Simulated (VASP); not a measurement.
Input of a VASP 6.6.1 run:

File INCAR:

```
SYSTEM = MoS2
PREC     = Accurate       ! precision mode
ENCUT    = 520            ! plane-wave cutoff, eV
EDIFF    = 1E-7           ! SCF threshold, eV
ISMEAR   = 0              ! smearing method
SIGMA    = 0.1            ! smearing width, eV
LREAL    = .FALSE.        ! projectors in reciprocal space
LASPH    = .TRUE.         ! aspherical terms in the spheres
NELM     = 80             ! most SCF steps
ALGO     = Normal         ! electronic algorithm
ISIF     = 2              ! what is computed and relaxed
LWAVE    = .FALSE.        ! write WAVECAR
LCHARG   = .FALSE.        ! write CHGCAR
LDIPOL   = .TRUE.       
IDIPOL   = 3            
DIPOL    = 0.5 0.5 0.394
GGA      = PE             ! functional
IVDW     = 12             ! dispersion correction
NBANDS   = 35             ! bands
```

KPOINTS

```
regular mesh
0
G
  12 12 1
  0 0 0
```

POSCAR

```
MoS2
1.0
    3.1346592610      0.0000000000      0.0000000000
   -1.5673296305      2.7146945522      0.0000000000
    0.0000000000      0.0000000000     23.9375766573
S Mo
4 2
Direct
    0.0000000000      0.0000000000      0.1879889541
    0.3333333333      0.6666666667      0.3224548767
    0.3333333333      0.6666666667      0.4661619883
    0.6666666667      1.3333333333      0.6006279108
    0.6666666667      0.3333333333      0.2552219154
    1.0000000000      1.0000000000      0.5333949495
```

Potentials or basis: VASP PAW PBE potentials, release 64 (S, Mo_sv).

Launch:

```bash
$ cat potpaw_PBE.64/S/POTCAR potpaw_PBE.64/Mo_sv/POTCAR > POTCAR
$ mpirun -np 1 vasp_std > vasp.out
```

Q: Estimate the band gap on the k mesh.

A: Zero (bands 26 and 27 overlap by 0.49 eV).

Q: Predict the dispersion energy per atom.

A: -0.360 eV.

Forces on the atoms (eV/Å):
```
S    0.000  0.000  0.033
S    0.000  0.000 -0.042
S    0.000  0.000  0.042
S    0.000  0.000 -0.033
Mo   0.000  0.000  0.040
Mo   0.000  0.000 -0.040
```
